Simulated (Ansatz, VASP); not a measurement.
## InAs in VASP and in Ansatz

```
In As
1.0
     0.00000    3.07836    3.01800
     3.07836    0.00000    3.01800
     3.07836    3.07836    0.00000
In As
1 1
Direct
  0.00000 0.00000 0.00000
  0.25000 0.25000 0.25000
```

Alike in both runs: task single point; functional RPBE; k mesh 6 × 6 × 6; occupations fermi-dirac, width 0.02 eV; no spin polarisation.

|  | VASP | Ansatz |
| --- | --- | --- |
| version | VASP 6.6.1 | Ansatz 0.2.0 |
| potentials or method | VASP PAW PBE potentials, release 64 (In_d, As), cutoff 500 eV | plane waves, PAW |
| valence electrons in the cell | 18 | 28 |

```csv
,VASP,Ansatz,Ansatz less VASP
pressure (GPa),3.6,3.5,-0.06
"traceless stress, the component that is largest in VASP (GPa)",0.35,0.35,+0.001
```

VASP's potentials were made for PBE, not for RPBE. VASP's potentials hold 18 valence electrons a cell and Ansatz's 28, so a difference there can come from the potentials and not from the codes. Ansatz's warnings: stress scf threshold loose.
